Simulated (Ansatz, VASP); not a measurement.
# Two plane-wave programs on FeSi

```
CELL_PARAMETERS angstrom
4.50658 0.00000 0.00000
0.00000 4.50658 0.00000
0.00000 0.00000 4.50658
ATOMIC_POSITIONS crystal
Fe 0.13398 0.13398 0.13398
Fe 0.36602 0.86602 0.63398
Fe 0.63398 0.36602 0.86602
Fe 0.86602 0.63398 0.36602
Si 0.83982 0.83982 0.83982
Si 0.66018 0.16018 0.33982
Si 0.33982 0.66018 0.16018
Si 0.16018 0.33982 0.66018
```

Alike in both runs: functional PBE; k mesh 8 × 8 × 8; occupations gaussian, width 0.05 eV; no spin polarisation.

Ansatz relaxed the structure, and its values are those at the end. VASP's run is a single point on that final structure, the one shown.

```csv
,VASP,Ansatz
version,VASP 6.6.1,Ansatz 0.2.0
potentials or method,"VASP PAW PBE potentials, release 64 (Fe, Si), cutoff 520 eV","scalar-relativistic, plane waves, PAW"
valence electrons in the cell,48,80
```

|  | VASP | Ansatz | Ansatz less VASP |
| --- | --- | --- | --- |
| gap on the k mesh at the Fermi level (eV) | 0.16 | 0.17 | +0.008 |
| least direct gap on the mesh (eV) | 0.17 | 0.18 | +0.007 |
| pressure (GPa) | -7.6 | -7.8 | -0.15 |
| rms of the force components (eV/Å) | 0.013 | 0.001 | -0.0126 |

The functional is the same, so the differences come from potentials, cutoffs and numerics. VASP's potentials hold 48 valence electrons a cell and Ansatz's 80, so a difference there can come from the potentials and not from the codes. Ansatz's warnings: stress scf threshold loose.
